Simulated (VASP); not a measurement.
Runs of VASP 6.6.1 on AgOs4. The structure is that of space group Im-3m (No. 229), or close to it. The cells are those of the table. 

| task | spin | cell | k mesh | cutoff (eV) | k mesh for the DOS | occupations for the DOS | gap on the mesh (eV) | pressure (GPa) |
| --- | --- | --- | --- | --- | --- | --- | --- | --- |
| relaxation of cell and atoms | off | relaxed from a = 4.633 Å, angles 109.5°, 5 atoms | 4 × 4 × 4 | 600 | - | - | - | 0.0 |
| relaxation of cell and atoms | off | relaxed from a = 4.932 Å, angles 109.5°, 5 atoms | 10 × 10 × 10 | 600 | - | - | - | -0.1 |
| single point | off | a = 4.633 Å, angles 109.5°, 5 atoms | 4 × 4 × 4 | 520 | - | - | none | 59.9 |
| single point | off | a = 4.932 Å, angles 109.5°, 5 atoms | 4 × 4 × 4 | 520 | - | - | none | -0.1 |
| single point | collinear, ferromagnetic start | a = 4.932 Å, angles 109.5°, 5 atoms | 4 × 4 × 4 | 520 | - | - | none | -0.1 |
| single point | off | a = 4.935 Å, angles 109.5°, 5 atoms | 10 × 10 × 10 | 520 | - | - | none | (a) |

Alike in all rows: level PBE; potentials or basis VASP PAW PBE potentials, release 64 (Ag, Os); smearing gaussian 0.1 eV.

Problem. Estimate the missing entries.

Solution. (a) -0.5.

Caveats: some runs use coarse meshes; spin-orbit coupling is left out, which moves the levels of the heavy elements; the bands computed are all filled at some k points, so no gap is given (some runs); the relaxation stopped at its first step, so nothing moved (some runs).

A k mesh can miss the band edges, and the runs leave out spin-orbit coupling on Ag, Os.

A gap of «none» marks levels without a gap at the run's occupations.
